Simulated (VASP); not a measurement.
A run of VASP 6.6.1 is set up as follows.

The input INCAR:

```
PREC     = Accurate       # precision mode
ENCUT    = 520            # plane-wave cutoff, eV
EDIFF    = 1E-6           # SCF threshold, eV
ISMEAR   = 1              # smearing method
SIGMA    = 0.1            # smearing width, eV
LREAL    = F              # projectors in reciprocal space
LASPH    = T              # aspherical terms in the spheres
NELM     = 60             # most SCF steps
ALGO     = Normal         # electronic algorithm
ISIF     = 2              # what is computed and relaxed
LWAVE    = F              # write WAVECAR
LCHARG   = F              # write CHGCAR
GGA      = CA             # functional
NBANDS   = 27             # bands
```

KPOINTS

```
Automatic mesh
0
Gamma
  3 3 3
```

POSCAR

```
BaPdO3
1.0
    4.1282670000      0.0000000000      0.0000000000
    0.0000000000      4.1282670000      0.0000000000
    0.0000000000      0.0000000000      4.1282670000
Ba Pd O
1 1 3
Direct
    0.0000000000      0.0000000000      0.0000000000
    0.5000000000      0.5000000000      0.5000000000
    0.0000000000      0.5000000000      0.5000000000
    0.5000000000      0.0000000000      0.5000000000
    0.5000000000      0.5000000000      0.0000000000
```

Potentials or basis: VASP PAW LDA potentials, release 64 (Ba_sv, Pd, O).

Command:

```console
$ cat potpaw_LDA.64/Ba_sv/POTCAR potpaw_LDA.64/Pd/POTCAR potpaw_LDA.64/O/POTCAR > POTCAR
$ mpirun -np 1 vasp_std > vasp.out
```

Estimate the pressure.

-11.2 GPa.

What does it give for the band gap on the k mesh?

Zero (band 19 reaches 3.21 eV, above the bottom of band 20 at 2.50 eV).

Caveat: the k points lie up to 0.51 Å⁻¹ apart; spin-orbit coupling is left out, which moves the levels of the heavy elements.
